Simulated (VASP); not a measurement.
Wanted: the native input for a VASP 6.6.1 run.

```yaml
Task: single point
Functional: r2SCAN
Potentials_or_basis: VASP PAW PBE potentials, release 64 (Sn_d, Te)
Cutoff: 520 eV
k_mesh: 6 × 6 × 6
Occupations: fermi-dirac, width 0.02 eV
Spin: no spin polarisation
Dipole_correction: no
Further_INCAR_settings: ALGO = Normal; EDIFF = 1e-07; NBANDS = 17
```

The system is SnTe.

```
Sn Te
1.0
     0.00000    3.61947    3.61947
     3.61947    0.00000    3.61947
     3.61947    3.61947    0.00000
Sn Te
1 1
Direct
  0.00000 0.00000 0.00000
  0.25000 0.25000 0.25000
```

One way to write it, as run:

POSCAR

```
SnTe
1.0
    0.0000000000      3.6194713127      3.6194713127
    3.6194713127      0.0000000000      3.6194713127
    3.6194713127      3.6194713127      0.0000000000
Sn Te
1 1
Direct
    0.0000000000      0.0000000000      0.0000000000
    0.2500000000      0.2500000000      0.2500000000
```

INCAR.step1

```
SYSTEM = SnTe
PREC = Accurate ; ENCUT = 520
ISMEAR = -1 ; SIGMA = 0.02
LREAL = .False. ; LASPH = .True.
NELM = 100 ; NBANDS = 17
GGA = PE ; ALGO = Normal
EDIFF = 1E-4 ; LWAVE = .True.
LCHARG = .False.
```

INCAR.step2

```
SYSTEM = SnTe
PREC = Accurate ; ENCUT = 520
EDIFF = 1E-7 ; ISMEAR = -1
SIGMA = 0.02 ; LREAL = .False.
LASPH = .True. ; NELM = 100
ALGO = Normal ; ISIF = 2
LWAVE = .False. ; LCHARG = .False.
METAGGA = R2SCAN ; LMIXTAU = .True.
NBANDS = 17 ; ISTART = 1
```

KPOINTS

```
regular mesh
0
Gamma
  6 6 6
  0 0 0
```

Potentials or basis: VASP PAW PBE potentials, release 64 (Sn_d, Te).

The run is started by

```sh
$ cat potpaw_PBE.64/Sn_d/POTCAR potpaw_PBE.64/Te/POTCAR > POTCAR
$ cp INCAR.step1 INCAR
$ mpirun -np 1 vasp_std > vasp.out
$ cp INCAR.step2 INCAR
$ mpirun -np 1 vasp_std > vasp.out
```

It gave:

```yaml
Pressure: -0.7 GPa
Band_gap_on_the_k_mesh: 0.37 eV (least direct gap 0.90 eV)
```

Caveat: the PAW data sets were made with another functional, which shifts forces and pressure a little; spin-orbit coupling is left out, which moves the levels of the heavy elements.

It took 3.5 min on 1 thread of Intel Xeon 8259CL (shared host), peak memory 0.27 GiB.
